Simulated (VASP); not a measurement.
Runs of VASP 6.6.1 on MgSe. The structure is that of space group Fm-3m (No. 225), or close to it. The cells are those of the table. 

```tsv
level	cell	k mesh	cutoff (eV)	gap on the mesh (eV)	pressure (GPa)
PBE	a = 3.934 Å, angles 60.0°, 2 atoms	6 × 6 × 6	600	(a)	-1.8
PBE	a = 3.856 Å, angles 60.0°, 2 atoms	6 × 6 × 6	600	1.80	1.9
r2SCAN	a = 3.870 Å, angles 60.0°, 2 atoms	8 × 8 × 8	660	(c)	-0.3
PBE	a = 3.895 Å, angles 60.0°, 2 atoms	6 × 6 × 6	600	1.74	-0.1
r2SCAN	a = 3.831 Å, angles 60.0°, 2 atoms	6 × 6 × 6	660	(b)	1.9
```

Alike in all rows: task single point; potentials or basis VASP PAW PBE potentials, release 64 (Mg, Se); no spin polarisation; smearing gaussian 0.01 eV.

Task: Estimate the missing entries.

Result: (a) 1.69; (b) 2.49; (c) 2.44.

Caveats: the PAW data sets were made with another functional, which shifts forces and pressure a little (some runs).

A k mesh can miss the band edges, and the runs leave out spin-orbit coupling on Se.
